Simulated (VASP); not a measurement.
# Sr in VASP: further runs, part 2 of 2

VASP 6.6.1.

### 3 Single point, PBE

This run uses another cell than the first one, of 54.84 Å³/atom.

Input file INCAR:

```
SYSTEM = Sr
  PREC = Accurate
  ENCUT = 520
  EDIFF = 1E-7
  ISMEAR = 0
  SIGMA = 0.1
  LREAL = .FALSE.
  LASPH = .TRUE.
  NELM = 60
  ALGO = Normal
  ISIF = 2
  LWAVE = .FALSE.
  LCHARG = .TRUE.
  GGA = PE
  LELF = .TRUE.
  LVHAR = .TRUE.
  NBANDS = 28
```

Input file KPOINTS:

```
Automatic mesh
0
G
  6 6 2
  0 0 0
```

Input file POSCAR:

```
Sr
1.0
    4.2637502553      0.0000000000      0.0000000000
   -2.1318751276      3.6925160365      0.0000000000
    0.0000000000      0.0000000000     13.9316881464
Sr
4
Direct
    0.0000000000      0.0000000000      0.0000092901
    0.3333333333      0.6666666667      0.2499907099
    0.0000000000      0.0000000000      0.5000092901
    0.6666666667      0.3333333333      0.7499907099
```

Potentials or basis: VASP PAW PBE potentials, release 64 (Sr_sv).

Launch:

```
cat potpaw_PBE.64/Sr_sv/POTCAR > POTCAR
mpirun -np 1 vasp_std > vasp.out
```

It took 2.4 min on 1 thread of Intel Xeon 8259CL, shared host; peak memory 0.34 GiB.

It converged, with:

| Item | Value |
| --- | --- |
| Free energy | -6.5056 eV |
| Pressure | 0.1 GPa |
| Band gap on the k mesh | zero (bands 20 and 21 overlap by 0.20 eV) |

Levels at points of the mesh, in eV from the Fermi level:
```
           k point  band 17  band 18  band 19  band 20  band 21  band 22  band 23  band 24
(0.00, 0.00, 0.00)    -3.67    -2.72    -2.72    -1.14     0.05     1.25     1.27     2.20
(0.50, 0.00, 0.00)    -1.13    -0.83    -0.77    -0.60     0.06     0.23     0.28     0.31
(0.00, 0.00, 0.50)    -3.42    -3.42    -1.77    -1.77     0.52     0.52     1.97     1.97
(0.50, 0.00, 0.50)    -1.02    -1.02    -0.65    -0.65     0.10     0.10     0.35     0.35
```

### 4 Single point, PBE (48.42 Å³/atom)

This run uses another cell than the first one, of 48.42 Å³/atom.

Input file INCAR:

```
ALGO = Fast
EDIFF = 1E-6
ENCUT = 520
GGA = PE
ISIF = 2
ISMEAR = 0
LASPH = T
LCHARG = T
LELF = T
LREAL = F
LVHAR = T
LWAVE = F
NBANDS = 28
NELM = 60
PREC = Accurate
SIGMA = 0.1
```

Input file KPOINTS:

```
k-points
0
Gamma
  12 12 4
```

Input file POSCAR:

```
Sr
1.0
    4.0864703162      0.0000000000      0.0000000000
   -2.0432351581      3.5389871057      0.0000000000
    0.0000000000      0.0000000000     13.3937186938
Sr
4
Direct
    0.0000000000      0.0000000000      0.0000000000
    0.3333333333      0.6666666667      0.2500000000
    0.0000000000      0.0000000000      0.5000000000
    0.6666666667      0.3333333333      0.7500000000
```

Potentials or basis: VASP PAW PBE potentials, release 64 (Sr_sv).

Launch:

```
cat potpaw_PBE.64/Sr_sv/POTCAR > POTCAR
mpirun -np 1 vasp_std > vasp.out
```

OUTCAR:

```text
EDIFF = 1E-6
   ENCUT = 520
   GGA = PE
   ISIF = 2
   ISMEAR = 0
   LASPH = T
   LREAL = F
   NELM = 60
   PREC = Accurate

 ion  position               nearest neighbor table
   1  0.000  0.000  0.000-   2 4.10   4 4.10   4 4.10   2 4.10   4 4.10   2 4.10
   2  0.333  0.667  0.250-   1 4.10   3 4.10   1 4.10   3 4.10   1 4.10   3 4.10
   3  0.000  0.000  0.500-   2 4.10   4 4.10   4 4.10   2 4.10   4 4.10   2 4.10
[... 949 lines left out ...]
  Direction    XX          YY          ZZ          XY          YZ          ZX
  --------------------------------------------------------------------------------------
  -------------------------------------------------------------------------------------
  Total        2.2180652      2.2180652      2.2037024     -0.0000000     -0.0000000      0.0000000
  in kB       18.3466337     18.3466337     18.2278324     -0.0000000     -0.0000000      0.0000000
  external PRESSURE =      18.3070333 kB  Pullay stress =       0.0000000 kB

 VOLUME and BASIS-vectors are now :
 -----------------------------------------------------------------------------
  energy-cutoff  :      520.00
  volume of cell :      193.70
      direct lattice vectors                 reciprocal lattice vectors
     4.086470316  0.000000000  0.000000000     0.244709963  0.141283363  0.000000000
    -2.043235158  3.538987106  0.000000000     0.000000000  0.282566726  0.000000000
     0.000000000  0.000000000 13.393718694     0.000000000  0.000000000  0.074661864

 POSITION                                       TOTAL-FORCE (eV/Angst)
 -----------------------------------------------------------------------------------
      0.00000      0.00000      0.00000         0.000000      0.000000      0.000000
     -0.00000      2.35932      3.34843        -0.000000      0.000000      0.000000
      0.00000      0.00000      6.69686        -0.000000      0.000000      0.000000
      2.04324      1.17966     10.04529         0.000000      0.000000     -0.000000
 -----------------------------------------------------------------------------------
    total drift:                               -0.000000      0.000000     -0.000000

  FREE ENERGIE OF THE ION-ELECTRON SYSTEM (eV)
  ---------------------------------------------------
  free  energy   TOTEN  =        -6.4157009188 eV

  energy  without entropy=       -6.3936391291  energy(sigma->0) =       -6.40467002
```

OSZICAR:

```text
N       E                     dE             d eps       ncg     rms          rms(c)
DAV:   1     0.260225110259E+03    0.26023E+03   -0.18606E+04  3208   0.124E+03
DAV:   2     0.143262223754E+02   -0.24590E+03   -0.24228E+03  3800   0.287E+02
DAV:   3    -0.532804404341E+01   -0.19654E+02   -0.19429E+02  5084   0.585E+01
DAV:   4    -0.638978889585E+01   -0.10617E+01   -0.10583E+01  4652   0.123E+01
DAV:   5    -0.643001549273E+01   -0.40227E-01   -0.40208E-01  4568   0.214E+00    0.244E+01
RMM:   6    -0.642016228041E+01    0.98532E-02   -0.27697E-02  3855   0.147E+00    0.140E+01
RMM:   7    -0.641361440999E+01    0.65479E-02   -0.50849E-02  3922   0.209E+00    0.501E-01
RMM:   8    -0.641501149182E+01   -0.13971E-02   -0.19499E-02  4619   0.574E-01    0.172E-01
RMM:   9    -0.641547898043E+01   -0.46749E-03   -0.43064E-03  5172   0.192E-01    0.179E-01
RMM:  10    -0.641565331949E+01   -0.17434E-03   -0.18021E-03  4965   0.110E-01    0.191E-01
RMM:  11    -0.641570393450E+01   -0.50615E-04   -0.32153E-04  4388   0.116E-01    0.850E-02
RMM:  12    -0.641568971925E+01    0.14215E-04   -0.22994E-04  4542   0.487E-02    0.126E-02
RMM:  13    -0.641569502739E+01   -0.53081E-05   -0.56491E-05  4618   0.194E-02    0.676E-03
RMM:  14    -0.641569753656E+01   -0.25092E-05   -0.34822E-05  3936   0.112E-02    0.806E-03
RMM:  15    -0.641570057801E+01   -0.30415E-05   -0.10416E-05  3645   0.115E-02    0.220E-03
RMM:  16    -0.641570091876E+01   -0.34075E-06   -0.86282E-06  3255   0.572E-03
   1 F= -.64157009E+01 E0= -.64046700E+01  d E =-.220618E-01
```

It took 10 min on 1 thread of Intel Xeon 8259CL, shared host; peak memory 0.43 GiB.

Results:

* Free energy: -6.4157 eV
* Pressure: 1.8 GPa
* Band gap on the k mesh: zero (bands 20 and 21 overlap by 0.15 eV)

Levels at points of the mesh, in eV from the Fermi level:
```tsv
k point	band 16	band 17	band 18	band 19	band 20	band 21	band 22	band 23	band 24	band 25
(0.00, 0.00, 0.00)	-18.25	-3.86	-2.81	-2.81	-1.23	0.21	1.28	1.30	2.31	2.33
(0.50, 0.00, 0.00)	-18.30	-1.19	-0.95	-0.75	-0.66	0.09	0.21	0.26	0.39	1.31
(0.00, 0.00, 0.50)	-18.26	-3.58	-3.58	-1.82	-1.82	0.59	0.59	2.04	2.04	2.39
(0.50, 0.00, 0.50)	-18.31	-1.06	-1.06	-0.72	-0.72	0.16	0.16	0.31	0.31	1.25
```

### 5 Summary

| task | cell | k mesh | cutoff (eV) | gap on the mesh (eV) | pressure (GPa) |
| --- | --- | --- | --- | --- | --- |
| relaxation of shape and atoms at fixed volume | relaxed from a = 4.132, b = 4.132, c = 13.544 Å, angles 90.0, 90.0, 120.0°, 4 atoms | 12 × 12 × 4 | 600 | none | 1.3 |
| single point | a = 4.264, b = 4.264, c = 13.932 Å, angles 90.0, 90.0, 120.0°, 4 atoms | 6 × 6 × 2 | 520 | none | 0.1 |
| single point | a = 4.086, b = 4.086, c = 13.394 Å, angles 90.0, 90.0, 120.0°, 4 atoms | 12 × 12 × 4 | 520 | none | 1.8 |

Alike in all rows: level PBE; potentials or basis VASP PAW PBE potentials, release 64 (Sr_sv); no spin polarisation; smearing gaussian 0.1 eV.

Caveats: the relaxation stopped at its first step, so nothing moved (at least some runs).

Absolute energies hang on the potentials; compare differences alone.
